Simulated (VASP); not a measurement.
# Nb2MoN3 (P6/mmm) in VASP: a series of runs

Nb2MoN3 is run at these levels: PBE; tasks: single point.

All numbers are computed with VASP 6.6.1; they aren't measurements. Logs are shortened: lines on timing, memory, paths and dates and some standing lists are left out, and cuts for length are marked.

## Step 1: The cell of the first run

It takes space group P6/mmm (No. 191, hexagonal). The conventional cell has a = 5.390 Å, b = 5.390 Å, c = 2.860 Å, α = 90.00°, β = 90.00°, γ = 120.00°. Within 2.9 Å of Nb (site symmetry -6m2) lie 6 N at 2.11 Å and 2 Nb at 2.86 Å. Mo (site symmetry 6/mmm) has 2 Mo at 2.86 Å and 12 N at 3.05 Å and 6 Nb at 3.11 Å within 3.8 Å. N (site symmetry mmm) has 4 Nb at 2.11 Å and 6 N at 2.69 to 2.86 Å within 2.9 Å.

The cell was generated, and may not be a known phase.

## Step 2: Single point, PBE, collinear spin

INCAR

```
ALGO = Normal
EDIFF = 1E-6
ENCUT = 600
GGA = PE
GGA_COMPAT = F
ISIF = 2
ISMEAR = 0
ISPIN = 2
LASPH = T
LCHARG = F
LMAXMIX = 4
LORBIT = 11
LREAL = F
LWAVE = F
MAGMOM = 0 0 1 0 0 0
NBANDS = 40
NELM = 200
PREC = Accurate
SIGMA = 0.15
```

KPOINTS

```
k-points
0
Gamma
  3 3 4
```

POSCAR

```
Nb2MoN3
1.0
    5.3899901483      0.0000000000      0.0000000000
   -2.6949950742      4.6678683946      0.0000000000
    0.0000000000      0.0000000000      2.8603160391
Nb Mo N
2 1 3
Direct
    0.3333333333      0.6666666667      0.5000000000
    0.6666666667      0.3333333333      0.5000000000
    0.0000000000      0.0000000000      0.5000000000
    0.0000000000      0.5000000000      0.0000000000
    0.5000000000      0.0000000000      0.0000000000
    0.5000000000      0.5000000000      0.0000000000
```

Potentials or basis: VASP PAW PBE potentials, release 64 (Nb_sv, Mo_sv, N).

Run with:

```console
cat potpaw_PBE.64/Nb_sv/POTCAR potpaw_PBE.64/Mo_sv/POTCAR potpaw_PBE.64/N/POTCAR > POTCAR
mpirun -np 1 vasp_std > vasp.out
```

OUTCAR:

```text
EDIFF = 1E-6
   ENCUT = 600
   GGA = PE
   ISIF = 2
   ISMEAR = 0
   ISPIN = 2
   LASPH = T
   LORBIT = 11
   LREAL = F
   NELM = 200
   PREC = Accurate

 ion  position               nearest neighbor table
   1  0.333  0.667  0.500-   4 2.11   4 2.11   5 2.11   5 2.11   6 2.11   6 2.11   3 3.11   3 3.11
                             3 3.11
   2  0.667  0.333  0.500-   4 2.11   4 2.11   5 2.11   5 2.11   6 2.11   6 2.11   3 3.11   3 3.11
                             3 3.11
   3  0.000  0.000  0.500-   1 3.11   2 3.11   2 3.11   1 3.11   2 3.11   1 3.11
   4  0.000  0.500  0.000-   1 2.11   2 2.11   1 2.11   2 2.11
   5  0.500  0.000  0.000-   1 2.11   2 2.11   1 2.11   2 2.11
   6  0.500  0.500  0.000-   1 2.11   2 2.11   1 2.11   2 2.11

  LATTYP: Found a hexagonal cell.
 ALAT       =     5.3899901483
 C/A-ratio  =     0.5306718492

  Lattice vectors:

 A1 = (   5.3899901483,   0.0000000000,   0.0000000000)
 A2 = (  -2.6949950742,   4.6678683946,   0.0000000000)
 A3 = (   0.0000000000,   0.0000000000,   2.8603160391)

Analysis of symmetry for initial positions (statically):
=====================================================================
 Subroutine PRICEL returns:
 Original cell was already a primitive cell.

 Routine SETGRP: Setting up the symmetry group for a
 hexagonal supercell.

 Subroutine GETGRP returns: Found 24 space group operations
 (whereof 24 operations were pure point group operations)
 out of a pool of 24 trial point group operations.

The static configuration has the point symmetry D_6h.

Analysis of symmetry for dynamics (positions and initial velocities):
=====================================================================
 Subroutine PRICEL returns:
 Original cell was already a primitive cell.

 Routine SETGRP: Setting up the symmetry group for a
 hexagonal supercell.

 Subroutine GETGRP returns: Found 24 space group operations
 (whereof 24 operations were pure point group operations)
 out of a pool of 24 trial point group operations.

The dynamic configuration has the point symmetry D_6h.

Analysis of structural, dynamic, and magnetic symmetry:
=====================================================================
 Subroutine PRICEL returns:
 Original cell was already a primitive cell.

 Routine SETGRP: Setting up the symmetry group for a
 hexagonal supercell.

 Subroutine GETGRP returns: Found 24 space group operations
 (whereof 24 operations were pure point group operations)
 out of a pool of 24 trial point group operations.

The overall configuration has the point symmetry D_6h.

 Subroutine INISYM returns: Found 24 space group operations
 (whereof 24 operations are pure point group operations),
 and found     1 'primitive' translations

----------------------------------------------------------------------------------------

                                     Primitive cell

  volume of cell :      71.9649

  direct lattice vectors                    reciprocal lattice vectors
     5.389990148  0.000000000  0.000000000     0.185529096  0.107115274  0.000000000
    -2.694995074  4.667868395  0.000000000     0.000000000  0.214230547  0.000000000
     0.000000000  0.000000000  2.860316039     0.000000000  0.000000000  0.349611716

  length of vectors
     5.389990148  5.389990148  2.860316039     0.214230547  0.214230547  0.349611716

  position of ions in fractional coordinates (direct lattice)
     0.333333333  0.666666667  0.500000000
     0.666666667  0.333333333  0.500000000
     0.000000000  0.000000000  0.500000000
     0.000000000  0.500000000  0.000000000
     0.500000000  0.000000000  0.000000000
     0.500000000  0.500000000  0.000000000

  ion indices of the primitive-cell ions
   primitive index   ion index
                 1           1
                 2           2
                 3           3
                 4           4
                 5           5
                 6           6

----------------------------------------------------------------------------------------
[... 31 lines left out ...]
  0.333333  0.000000  0.250000     12.000000
  0.333333  0.333333  0.250000      4.000000
  0.000000  0.000000  0.500000      1.000000
  0.333333  0.000000  0.500000      6.000000
  0.333333  0.333333  0.500000      2.000000
   k-points           NKPTS =      9   k-points in BZ     NKDIM =      9   number of bands    NBANDS=     40
   number of dos      NEDOS =    301   number of ions     NIONS =      6
   total plane-waves  NPLWV =  55296
   dimension x,y,z NGX =    48 NGY =   48 NGZ =   24
   dimension x,y,z NGXF=    96 NGYF=   96 NGZF=   48
   ions per type =               2   1   3
   NGX,Y,Z   is equivalent  to a cutoff of  14.80, 14.80, 13.95 a.u.
   NGXF,Y,Z  is equivalent  to a cutoff of  29.61, 29.61, 27.90 a.u.
 SYSTEM =  unknown system
   PREC   = accura    normal or accurate (medium, high low for compatibility)
   ISTART =      0    job   : 0-new  1-cont  2-samecut
   ICHARG =      2    charge: 1-file 2-atom 10-const
   ISPIN  =      2    spin polarized calculation?
   LNONCOLLINEAR =      F non collinear calculations
   LSORBIT =      F    spin-orbit coupling
   LASPH  =      T    aspherical Exc in radial PAW
   ENCUT  =  600.0 eV  44.10 Ry    6.64 a.u.  10.77 10.77  5.71*2*pi/ulx,y,z
   NELM   =    200;   NELMIN=  2; NELMDL= -5     # of ELM steps
   EDIFF  = 0.1E-05   stopping-criterion for ELM
   LREAL  =      F    real-space projection
   EDIFFG = 0.1E-04   stopping-criterion for IOM
   NSW    =      0    number of steps for IOM
   IBRION =     -1    ionic relax: 0-MD 1-quasi-New 2-CG
   NFREE  =      0    steps in history (QN), initial steepest desc. (CG)
   ISIF   =      2    stress and relaxation
   ISYM   =      2    0-nonsym 1-usesym 2-fastsym
   POTIM  = 0.5000    time-step for ionic-motion
   TEBEG  =    0.0;   TEEND  =   0.0 temperature during run
   PSTRESS=    0.0 pullay stress
   NELECT =      55.0000    total number of electrons
   NUPDOWN=      -1.0000    fix difference up-down
   EMIN   =  10.00;   EMAX   =-10.00  energy-range for DOS
   EFERMI =   0.00;   METHOD = LEGACY
   ISMEAR =     0;   SIGMA  =   0.15  broadening in eV -4-tet -1-fermi 0-gaus
   EFERMI_NEDOS =   21; number of points for ismear=-14 and -15
   IALGO  =     38    algorithm
   IMIX   =      4    mixing-type and parameters
     AMIX     =   0.40;   BMIX     =  1.00
     AMIX_MAG =   1.60;   BMIX_MAG =  1.00
  volume/ion in A,a.u.               =      11.99        80.94
  Fermi-wavevector in a.u.,A,eV,Ry     =   1.496772  2.828488 30.481474  2.240325
  Thomas-Fermi vector in A             =   2.608745
   LORBIT       =     11    0 simple, 1 ext, 2 COOP (PROOUT), +10 PAW based schemes
   GGA     = PE    functional components
   LHFCALC =     F    Hartree Fock is set to
   AEXX    =    0.0000 exact exchange contribution
   IVDW    =     0    specifies the selected vdW correction
   LEPSILON=     F    determine dielectric tensor
   LRPA    =     F    only Hartree local field effects (RPA)
 spin polarized calculation
 Gauss-broadening in eV      SIGMA  =   0.15
  energy-cutoff  :      600.00
  volume of cell :       71.96
 maximum number of plane-waves:      2424
 NGX is ok and might be reduce to    48
   NGX = 21   NGY = 21   NGZ = 11

 number of electron      54.9999999 magnetization       0.1744779

 Free energy of the ion-electron system (eV)
  ---------------------------------------------------
  ext. energy  EPLUGINS =         0.00000000
  ---------------------------------------------------
  free energy    TOTEN  =       -57.26359754 eV

  energy without entropy =      -57.22741464  energy(sigma->0) =      -57.24550609

 E-fermi :  11.0004     XC(G=0): -12.6280

 val. band max:       10.8601214412   @ k =   0.3333   0.0000   0.5000
 cond. band min:      11.0423619658   @ k =   0.3333   0.0000   0.2500
 fundamental gap:      0.1822405246
 Fermi energy:        11.0003803899

 spin component 1

 k-point     1 :       0.0000    0.0000    0.0000
  band No.  band energies     occupation
      1     -49.9407      1.00000
      2     -45.2581      1.00000
      3     -45.1881      1.00000
      4     -24.0543      1.00000
      5     -24.0543      1.00000
      6     -23.7143      1.00000
[... 367 lines left out ...]
     38      16.5607      0.00000
     39      17.0865      0.00000
 Fermi energy:        11.0003803899

 spin component 2

 k-point     1 :       0.0000    0.0000    0.0000
  band No.  band energies     occupation
      1     -49.8426      1.00000
      2     -45.2604      1.00000
      3     -45.1904      1.00000
      4     -23.9554      1.00000
      5     -23.9554      1.00000
      6     -23.5856      1.00000
[... 367 lines left out ...]
     38      16.5629      0.00000
     39      17.1453      0.00000
 [bands above 39 left out]

------------------------ aborting loop because EDIFF is reached ----------------------------------------

  FORCE on cell =-STRESS in cart. coord.  units (eV):
  Direction    XX          YY          ZZ          XY          YZ          ZX
  --------------------------------------------------------------------------------------
  -------------------------------------------------------------------------------------
  Total        0.0015245      0.0015245     -0.2510831     -0.0000000     -0.0000000      0.0000000
  in kB        0.0339409      0.0339409     -5.5899434     -0.0000000     -0.0000000      0.0000000
  external PRESSURE =      -1.8406872 kB  Pullay stress =       0.0000000 kB

 VOLUME and BASIS-vectors are now :
 -----------------------------------------------------------------------------
  energy-cutoff  :      600.00
  volume of cell :       71.96
      direct lattice vectors                 reciprocal lattice vectors
     5.389990148  0.000000000  0.000000000     0.185529096  0.107115274  0.000000000
    -2.694995074  4.667868395  0.000000000     0.000000000  0.214230547  0.000000000
     0.000000000  0.000000000  2.860316039     0.000000000  0.000000000  0.349611716

 POSITION                                       TOTAL-FORCE (eV/Angst)
 -----------------------------------------------------------------------------------
     -0.00000      3.11191      1.43016         0.000000     -0.000000      0.000000
      2.69500      1.55596      1.43016        -0.000000     -0.000000     -0.000000
      0.00000      0.00000      1.43016         0.000000      0.000000      0.000000
     -1.34750      2.33393      0.00000         0.000000      0.000000      0.000000
      2.69500      0.00000      0.00000         0.000000      0.000000      0.000000
      1.34750      2.33393      0.00000         0.000000      0.000000      0.000000
 -----------------------------------------------------------------------------------
    total drift:                               -0.000000      0.000000     -0.000000

  FREE ENERGIE OF THE ION-ELECTRON SYSTEM (eV)
  ---------------------------------------------------
  free  energy   TOTEN  =       -57.2635975430 eV

  energy  without entropy=      -57.2274146373  energy(sigma->0) =      -57.24550609

 total charge

# of ion       s       p       d       tot
------------------------------------------
    1        2.186   6.100   2.338  10.623
    2        2.186   6.100   2.338  10.623
    3        2.239   6.054   3.930  12.223
    4        1.268   2.440   0.000   3.708
    5        1.268   2.440   0.000   3.708
    6        1.268   2.440   0.000   3.708
--------------------------------------------------
tot         10.415  25.573   8.605  44.593

 magnetization (x)

# of ion       s       p       d       tot
------------------------------------------
    1       -0.000   0.000  -0.003  -0.003
    2       -0.000   0.000  -0.003  -0.003
    3        0.001   0.001   0.145   0.148
    4        0.000   0.003   0.000   0.003
    5        0.000   0.003   0.000   0.003
    6        0.000   0.003   0.000   0.003
--------------------------------------------------
tot          0.002   0.010   0.139   0.151
```

It took 2.2 min on 1 thread of Intel Xeon 8259CL, shared host; peak memory 0.29 GiB.

Results:

```yaml
Free_energy: -57.2636 eV
Pressure: -0.2 GPa
Net_moment: 0.17 μB per cell
Site_moments: Nb -0.00; Mo +0.15; N +0.00 μB
Valence_electrons_inside_the_program's_atomic_spheres: Nb 10.62; Mo 12.22; N 3.71
```

Levels at points of the mesh, in eV from the Fermi level:
Spin up:
```csv
k point,band 25,band 26,band 27,band 28,band 29,band 30,band 31,band 32
"(0.00, 0.00, 0.00)",-2.26,-1.83,-1.31,-1.31,0.72,0.72,1.04,1.12
"(0.00, 0.00, 0.50)",-1.03,-1.03,-0.47,-0.47,0.40,0.40,0.93,3.02
```
Spin down:
```csv
k point,band 25,band 26,band 27,band 28,band 29,band 30,band 31,band 32
"(0.00, 0.00, 0.00)",-2.26,-1.81,-1.26,-1.26,0.80,0.80,1.07,1.14
"(0.00, 0.00, 0.50)",-1.02,-1.02,-0.40,-0.40,0.52,0.52,0.96,3.02
```

Caveat: the k points lie up to 0.55 Å⁻¹ apart.

## Step 3: Single point, PBE, collinear spin

INCAR

```
SYSTEM = Nb2MoN3
  PREC = Accurate
  ENCUT = 600
  EDIFF = 1E-6
  ISMEAR = 0
  SIGMA = 0.15
  LREAL = .FALSE.
  LASPH = .TRUE.
  NELM = 200
  ALGO = Normal
  ISIF = 2
  LWAVE = .FALSE.
  LCHARG = .TRUE.
  ISPIN = 2
  MAGMOM = 0 0 1 0 0 0
  LORBIT = 11
  LMAXMIX = 4
  GGA = PE
  LELF = .TRUE.
  LVHAR = .TRUE.
  NBANDS = 40
  GGA_COMPAT = .FALSE.
```

KPOINTS

```
regular mesh
0
G
  3 3 4
  0 0 0
```

POSCAR

```
Nb2MoN3
1.0
    5.3917324258      0.0000000000      0.0000000000
   -2.6958662129      4.6693772512      0.0000000000
    0.0000000000      0.0000000000      2.8605582744
Nb Mo N
2 1 3
Direct
    0.3333333333      0.6666666667      0.0000000000
    0.6666666667      0.3333333333      0.0000000000
    0.0000000000      0.0000000000      0.0000000000
    0.5000000000      0.0000000000      0.5000000000
    0.5000000000      0.5000000000      0.5000000000
    0.0000000000      0.5000000000      0.5000000000
```

Potentials or basis: VASP PAW PBE potentials, release 64 (Nb_sv, Mo_sv, N).

Run with:

```console
cat potpaw_PBE.64/Nb_sv/POTCAR potpaw_PBE.64/Mo_sv/POTCAR potpaw_PBE.64/N/POTCAR > POTCAR
mpirun -np 1 vasp_std > vasp.out
```

OUTCAR:

```text
SYSTEM = Nb2MoN3
   PREC = Accurate
   ENCUT = 600
   EDIFF = 1E-6
   ISMEAR = 0
   LREAL = .FALSE.
   LASPH = .TRUE.
   NELM = 200
   ISIF = 2
   ISPIN = 2
   LORBIT = 11
   GGA = PE

 ion  position               nearest neighbor table
   1  0.333  0.667  0.000-   6 2.11   6 2.11   4 2.11   4 2.11   5 2.11   5 2.11   3 3.11   3 3.11
                             3 3.11
   2  0.667  0.333  0.000-   6 2.11   6 2.11   4 2.11   4 2.11   5 2.11   5 2.11   3 3.11   3 3.11
                             3 3.11
   3  0.000  0.000  0.000-   1 3.11   2 3.11   2 3.11   1 3.11   2 3.11   1 3.11
   4  0.500  0.000  0.500-   1 2.11   2 2.11   1 2.11   2 2.11
   5  0.500  0.500  0.500-   1 2.11   2 2.11   1 2.11   2 2.11
   6  0.000  0.500  0.500-   1 2.11   2 2.11   1 2.11   2 2.11

[... 981 lines left out ...]
     -0.00000      3.11292      0.00000        -0.000000      0.000000      0.000000
      2.69587      1.55646      0.00000         0.000000     -0.000000     -0.000000
      0.00000      0.00000      0.00000         0.000000      0.000000      0.000000
      2.69587      0.00000      1.43028         0.000000      0.000000      0.000000
      1.34793      2.33469      1.43028         0.000000      0.000000      0.000000
     -1.34793      2.33469      1.43028         0.000000      0.000000      0.000000
 -----------------------------------------------------------------------------------
    total drift:                               -0.000000      0.000000     -0.000000

  FREE ENERGIE OF THE ION-ELECTRON SYSTEM (eV)
  ---------------------------------------------------
  free  energy   TOTEN  =       -57.2637426471 eV

  energy  without entropy=      -57.2275552447  energy(sigma->0) =      -57.24564895

 total charge

# of ion       s       p       d       tot
------------------------------------------
    1        2.186   6.100   2.337  10.622
    2        2.186   6.100   2.337  10.622
    3        2.239   6.054   3.929  12.222
    4        1.268   2.439   0.000   3.707
    5        1.268   2.439   0.000   3.707
    6        1.268   2.439   0.000   3.707
--------------------------------------------------
tot         10.415  25.571   8.603  44.588

 magnetization (x)

# of ion       s       p       d       tot
------------------------------------------
    1       -0.000   0.000  -0.003  -0.004
    2       -0.000   0.000  -0.003  -0.004
    3        0.001   0.001   0.147   0.149
    4        0.000   0.003   0.000   0.003
    5        0.000   0.003   0.000   0.003
    6        0.000   0.003   0.000   0.003
--------------------------------------------------
tot          0.002   0.010   0.140   0.152
```

OSZICAR:

```text
N       E                     dE             d eps       ncg     rms          rms(c)
DAV:   1     0.658541245895E+03    0.65854E+03   -0.32291E+04  1440   0.160E+03
DAV:   2    -0.131381883055E+02   -0.67168E+03   -0.64483E+03  1632   0.559E+02
DAV:   3    -0.644108463019E+02   -0.51273E+02   -0.49364E+02  2328   0.131E+02
DAV:   4    -0.677626402138E+02   -0.33518E+01   -0.33276E+01  2288   0.267E+01
DAV:   5    -0.678684269707E+02   -0.10579E+00   -0.10550E+00  2200   0.443E+00    0.231E+01
DAV:   6    -0.594886216874E+02    0.83798E+01   -0.53612E+01  2072   0.395E+01    0.131E+01
DAV:   7    -0.581174326216E+02    0.13712E+01   -0.30337E+01  1744   0.177E+01    0.799E+00
DAV:   8    -0.573233958297E+02    0.79404E+00   -0.56354E+00  1824   0.806E+00    0.429E+00
DAV:   9    -0.572758543208E+02    0.47542E-01   -0.52963E-01  2408   0.510E+00    0.154E+00
DAV:  10    -0.572618533474E+02    0.14001E-01   -0.99482E-02  2136   0.209E+00    0.633E-01
DAV:  11    -0.572636147759E+02   -0.17614E-02   -0.12717E-02  1776   0.760E-01    0.255E-01
DAV:  12    -0.572637160417E+02   -0.10127E-03   -0.13118E-03  2128   0.243E-01    0.780E-02
DAV:  13    -0.572637210889E+02   -0.50472E-05   -0.11281E-04  2064   0.573E-02    0.361E-02
DAV:  14    -0.572637358927E+02   -0.14804E-04   -0.38341E-05  2136   0.322E-02    0.139E-02
DAV:  15    -0.572637404153E+02   -0.45227E-05   -0.84498E-06  1824   0.157E-02    0.778E-03
DAV:  16    -0.572637418130E+02   -0.13977E-05   -0.61630E-06  1336   0.853E-03    0.408E-03
DAV:  17    -0.572637426471E+02   -0.83407E-06   -0.24040E-06   960   0.594E-03
   1 F= -.57263743E+02 E0= -.57245649E+02  d E =-.361874E-01  mag=     0.1745
```

Wall time 2.2 min (1 thread of Intel Xeon 8259CL, shared host); peak memory 0.29 GiB.

Results:

```yaml
Free_energy: -57.2637 eV
Pressure: -0.4 GPa
Net_moment: 0.18 μB per cell
Site_moments: Nb -0.00; Mo +0.15; N +0.00 μB
Valence_electrons_inside_the_program's_atomic_spheres: Nb 10.62; Mo 12.22; N 3.71
```

Stress tensor (GPa, compression positive):
```
-0.18  0.00  0.00
 0.00 -0.18  0.00
 0.00  0.00 -0.72
```

Caveat: the k points lie up to 0.55 Å⁻¹ apart.
